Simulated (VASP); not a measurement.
# Zr (Im-3m) in VASP: settings compared

Zr is run at these levels: PBE, PBEsol; tasks: single point.

Program: VASP 6.6.1. These are calculated values, not measurements. Logs are shortened: lines on timing, memory, paths and dates and some standing lists are left out, and cuts for length are marked.

### Step 1. The cell of the first run

Symmetry: Im-3m, No. 229, cubic system. The conventional cell has a = 3.620 Å, b = 3.620 Å, c = 3.620 Å, α = 90.00°, β = 90.00°, γ = 90.00°. Within 4.1 Å of Zr (site symmetry m-3m) lie 14 Zr at 3.14 to 3.62 Å.

### Step 2. Single point, PBE

INCAR reads:

```
SYSTEM = Zr
ALGO = Fast
EDIFF = 1E-6
ENCUT = 520
GGA = PE
ISIF = 2
ISMEAR = -1
LASPH = .True.
LCHARG = .True.
LELF = .True.
LREAL = .False.
LVHAR = .True.
LWAVE = .False.
NBANDS = 12
NELM = 60
PREC = Accurate
SIGMA = 0.02
```

KPOINTS reads:

```
k-points
0
Gamma
  6 6 6
  0 0 0
```

POSCAR reads:

```
Zr
1.0
   -1.8100000000      1.8100000000      1.8100000000
    1.8100000000     -1.8100000000      1.8100000000
    1.8100000000      1.8100000000     -1.8100000000
Zr
1
Direct
    0.0000000000      0.0000000000      0.0000000000
```

Potentials or basis: VASP PAW PBE potentials, release 64 (Zr_sv).

Run with:

```
cat potpaw_PBE.64/Zr_sv/POTCAR > POTCAR
mpirun -np 1 vasp_std > vasp.out
```

OUTCAR:

```text
SYSTEM = Zr
   EDIFF = 1E-6
   ENCUT = 520
   GGA = PE
   ISIF = 2
   ISMEAR = -1
   LASPH = .True.
   LREAL = .False.
   NELM = 60
   PREC = Accurate

 ion  position               nearest neighbor table
   1  0.000  0.000  0.000-

  LATTYP: Found a body centered cubic cell.
 ALAT       =     3.6200000000

  Lattice vectors:

 A1 = (  -1.8100000000,   1.8100000000,   1.8100000000)
 A2 = (   1.8100000000,  -1.8100000000,   1.8100000000)
 A3 = (   1.8100000000,   1.8100000000,  -1.8100000000)

Analysis of symmetry for initial positions (statically):
=====================================================================
 Subroutine PRICEL returns:
 Original cell was already a primitive cell.

 Routine SETGRP: Setting up the symmetry group for a
 body centered cubic supercell.

 Subroutine GETGRP returns: Found 48 space group operations
 (whereof 48 operations were pure point group operations)
 out of a pool of 48 trial point group operations.

The static configuration has the point symmetry O_h .

Analysis of symmetry for dynamics (positions and initial velocities):
=====================================================================
 Subroutine PRICEL returns:
 Original cell was already a primitive cell.

 Routine SETGRP: Setting up the symmetry group for a
 body centered cubic supercell.

 Subroutine GETGRP returns: Found 48 space group operations
 (whereof 48 operations were pure point group operations)
 out of a pool of 48 trial point group operations.

The dynamic configuration has the point symmetry O_h .

 Subroutine INISYM returns: Found 48 space group operations
 (whereof 48 operations are pure point group operations),
 and found     1 'primitive' translations

----------------------------------------------------------------------------------------

                                     Primitive cell

  volume of cell :      23.7190

  direct lattice vectors                    reciprocal lattice vectors
    -1.810000000  1.810000000  1.810000000     0.000000000  0.276243094  0.276243094
     1.810000000 -1.810000000  1.810000000     0.276243094  0.000000000  0.276243094
     1.810000000  1.810000000 -1.810000000     0.276243094  0.276243094  0.000000000

  length of vectors
     3.135011962  3.135011962  3.135011962     0.390666730  0.390666730  0.390666730

[... 72 lines left out ...]
   NSW    =      0    number of steps for IOM
   IBRION =     -1    ionic relax: 0-MD 1-quasi-New 2-CG
   NFREE  =      0    steps in history (QN), initial steepest desc. (CG)
   ISIF   =      2    stress and relaxation
   ISYM   =      2    0-nonsym 1-usesym 2-fastsym
   POTIM  = 0.5000    time-step for ionic-motion
   TEBEG  =    0.0;   TEEND  =   0.0 temperature during run
   PSTRESS=    0.0 pullay stress
   NELECT =      12.0000    total number of electrons
   NUPDOWN=      -1.0000    fix difference up-down
   EMIN   =  10.00;   EMAX   =-10.00  energy-range for DOS
   EFERMI =   0.00;   METHOD = LEGACY
   ISMEAR =    -1;   SIGMA  =   0.02  broadening in eV -4-tet -1-fermi 0-gaus
   EFERMI_NEDOS =   21; number of points for ismear=-14 and -15
   IALGO  =     68    algorithm
   IMIX   =      4    mixing-type and parameters
     AMIX     =   0.40;   BMIX     =  1.00
     AMIX_MAG =   1.60;   BMIX_MAG =  1.00
  volume/ion in A,a.u.               =      23.72       160.06
  Fermi-wavevector in a.u.,A,eV,Ry     =   1.304478  2.465105 23.152520  1.701662
  Thomas-Fermi vector in A             =   2.435411
   LORBIT       =      0    0 simple, 1 ext, 2 COOP (PROOUT), +10 PAW based schemes
   GGA     = PE    functional components
   LHFCALC =     F    Hartree Fock is set to
   AEXX    =    0.0000 exact exchange contribution
   IVDW    =     0    specifies the selected vdW correction
   LEPSILON=     F    determine dielectric tensor
   LRPA    =     F    only Hartree local field effects (RPA)
 non-spin polarized calculation
 RMM-DIIS sequential band-by-band and
  energy-cutoff  :      520.00
  volume of cell :       23.72
 maximum number of plane-waves:       682
   NGX = 11   NGY = 11   NGZ = 11

 number of electron      12.0000000 magnetization

 Free energy of the ion-electron system (eV)
  ---------------------------------------------------
  ext. energy  EPLUGINS =         0.00000000
  ---------------------------------------------------
  free energy    TOTEN  =        -8.41934335 eV

  energy without entropy =       -8.41734958  energy(sigma->0) =       -8.41834647

 E-fermi :   8.5830     XC(G=0): -10.9914

 val. band max:        8.4543574123   @ k =   0.1667   0.1667   0.0000
 cond. band min:       8.6279963801   @ k =   0.3333   0.1667   0.1667
 fundamental gap:      0.1736389678
 Fermi energy:         8.5830424257

 k-point     1 :       0.0000    0.0000    0.0000
  band No.  band energies     occupation
      1     -40.0260      2.00000
      2     -17.5651      2.00000
      3     -17.5651      2.00000
      4     -17.5651      2.00000
      5       3.1744      2.00000
      6       9.6222      0.00000
      7       9.6222      0.00000
      8       9.6222      0.00000
      9      12.0377      0.00000
     10      12.0377      0.00000
     11      20.8375      0.00000
     12      20.8375      0.00000
[... 211 lines left out ...]
 k-point    16 :       0.5000    0.5000    0.5000
  band No.  band energies     occupation
      1     -39.7864      2.00000
      2     -18.1913      2.00000
      3     -18.1913      2.00000
      4     -18.1913      2.00000
      5       6.0536      2.00000
      6       6.0536      2.00000
      7      14.0186      0.00000
      8      14.0186      0.00000
      9      14.0186      0.00000
     10      15.7735      0.00000
     11      15.7735      0.00000
     12      15.7735      0.00000

------------------------ aborting loop because EDIFF is reached ----------------------------------------

  FORCE on cell =-STRESS in cart. coord.  units (eV):
  Direction    XX          YY          ZZ          XY          YZ          ZX
  --------------------------------------------------------------------------------------
  -------------------------------------------------------------------------------------
  Total       -0.5993161     -0.5993161     -0.5993161      0.0000000     -0.0000000      0.0000000
  in kB      -40.4828278    -40.4828278    -40.4828278      0.0000000     -0.0000000      0.0000000
  external PRESSURE =     -40.4828278 kB  Pullay stress =       0.0000000 kB

 VOLUME and BASIS-vectors are now :
 -----------------------------------------------------------------------------
  energy-cutoff  :      520.00
  volume of cell :       23.72
      direct lattice vectors                 reciprocal lattice vectors
    -1.810000000  1.810000000  1.810000000     0.000000000  0.276243094  0.276243094
     1.810000000 -1.810000000  1.810000000     0.276243094  0.000000000  0.276243094
     1.810000000  1.810000000 -1.810000000     0.276243094  0.276243094  0.000000000

 POSITION                                       TOTAL-FORCE (eV/Angst)
 -----------------------------------------------------------------------------------
      0.00000      0.00000      0.00000        -0.000000      0.000000     -0.000000
 -----------------------------------------------------------------------------------
    total drift:                                0.000000      0.000000      0.000000

  FREE ENERGIE OF THE ION-ELECTRON SYSTEM (eV)
  ---------------------------------------------------
  free  energy   TOTEN  =        -8.4193433478 eV

  energy  without entropy=       -8.4173495846  energy(sigma->0) =       -8.41834647
```

OSZICAR:

```text
N       E                     dE             d eps       ncg     rms          rms(c)
DAV:   1     0.851687206837E+02    0.85169E+02   -0.68141E+03   384   0.983E+02
DAV:   2    -0.517606792079E+01   -0.90345E+02   -0.87688E+02   448   0.270E+02
DAV:   3    -0.867432014824E+01   -0.34983E+01   -0.34511E+01   564   0.436E+01
DAV:   4    -0.876100726428E+01   -0.86687E-01   -0.86664E-01   452   0.669E+00
DAV:   5    -0.876460944809E+01   -0.36022E-02   -0.36022E-02   556   0.907E-01    0.983E+00
RMM:   6    -0.846958639570E+01    0.29502E+00   -0.31368E-01   405   0.457E+00    0.393E+00
RMM:   7    -0.841222461273E+01    0.57362E-01   -0.25712E-01   436   0.359E+00    0.725E-01
RMM:   8    -0.841789916373E+01   -0.56746E-02   -0.39884E-02   470   0.159E+00    0.488E-01
RMM:   9    -0.841935253184E+01   -0.14534E-02   -0.18501E-02   478   0.915E-01    0.256E-01
RMM:  10    -0.841968986865E+01   -0.33734E-03   -0.66133E-03   420   0.867E-01    0.289E-01
RMM:  11    -0.841927252230E+01    0.41735E-03   -0.28547E-03   473   0.469E-01    0.818E-02
RMM:  12    -0.841932322779E+01   -0.50705E-04   -0.38354E-04   531   0.103E-01    0.832E-02
RMM:  13    -0.841932852778E+01   -0.53000E-05   -0.10491E-04   501   0.903E-02    0.344E-02
RMM:  14    -0.841933859379E+01   -0.10066E-04   -0.47977E-05   502   0.716E-02    0.358E-03
RMM:  15    -0.841934091326E+01   -0.23195E-05   -0.15726E-05   406   0.250E-02    0.230E-03
RMM:  16    -0.841934275433E+01   -0.18411E-05   -0.73771E-06   334   0.121E-02    0.321E-03
RMM:  17    -0.841934334781E+01   -0.59347E-06   -0.37143E-06   298   0.896E-03
   1 F= -.84193433E+01 E0= -.84183465E+01  d E =-.199376E-02
```

stdout:

```text
POSCAR found type information on POSCAR Zr
 POSCAR found :  1 types and       1 ions
 scaLAPACK will be used
 LDA part: xc-table for (Slater+PW92), standard interpolation
 POSCAR, INCAR and KPOINTS ok, starting setup
 FFT: planning ... GRIDC
 FFT: planning ... GRID_SOFT
 FFT: planning ... GRID
 WAVECAR not read
 entering main loop
```

Wall time 17 s (1 thread of AMD EPYC 7R13, shared host); peak memory 0.13 GiB.

Results:

| Item | Value |
| --- | --- |
| Free energy | -8.4193 eV |
| Pressure | -4.0 GPa |
| Band gap on the k mesh | zero (band 6 reaches 9.62 eV, above the bottom of band 7 at 7.87 eV) |

Caveat: the k points lie up to 0.41 Å⁻¹ apart.

### Step 3. Single point, PBEsol, collinear spin, ferromagnetic start

INCAR reads:

```
ALGO = Fast ; EDIFF = 1E-6
ENCUT = 520 ; GGA = PS
ISIF = 2 ; ISMEAR = 0
ISPIN = 2 ; LASPH = T
LCHARG = F ; LMAXMIX = 4
LORBIT = 11 ; LREAL = F
LWAVE = F ; MAGMOM = -0.17
NBANDS = 16 ; NELM = 150
PREC = Accurate ; SIGMA = 0.01
```

KPOINTS reads:

```
k-points
0
Gamma
  10 10 10
```

POSCAR is that of step 2.

Potentials or basis: VASP PAW PBE potentials, release 64 (Zr_sv).

Run with:

```
cat potpaw_PBE.64/Zr_sv/POTCAR > POTCAR
mpirun -np 1 vasp_std > vasp.out
```

Wall time 57 s (1 thread of AMD EPYC 7R13, shared host); peak memory 0.16 GiB.

The run converged. Its results:

* Free energy: -8.9739 eV
* Pressure: -6.9 GPa
* Net moment: 0.08 μB per cell
* Site moments: Zr +0.04 μB
* Valence electrons inside the program's atomic spheres: Zr 9.83

Levels at points of the mesh, in eV from the Fermi level:
Spin up:
| k point | band 3 | band 4 | band 5 | band 6 | band 7 | band 8 | band 9 | band 10 |
| --- | --- | --- | --- | --- | --- | --- | --- | --- |
| (0.00, 0.00, 0.00) | -26.06 | -26.06 | -5.45 | 1.01 | 1.01 | 1.01 | 3.47 | 3.47 |
| (0.50, 0.00, 0.00) | -26.36 | -26.07 | -2.83 | -0.73 | 1.43 | 3.43 | 4.10 | 6.11 |
| (0.50, 0.50, 0.50) | -26.70 | -26.70 | -2.54 | -2.54 | 5.45 | 5.45 | 5.45 | 7.14 |
Spin down:
| k point | band 3 | band 4 | band 5 | band 6 | band 7 | band 8 | band 9 | band 10 |
| --- | --- | --- | --- | --- | --- | --- | --- | --- |
| (0.00, 0.00, 0.00) | -26.03 | -26.03 | -5.39 | 1.07 | 1.07 | 1.07 | 3.49 | 3.49 |
| (0.50, 0.00, 0.00) | -26.33 | -26.04 | -2.77 | -0.67 | 1.49 | 3.47 | 4.13 | 6.16 |
| (0.50, 0.50, 0.50) | -26.67 | -26.67 | -2.50 | -2.50 | 5.50 | 5.50 | 5.50 | 7.21 |

Caveat: the PAW data sets were made with another functional, which shifts forces and pressure a little.
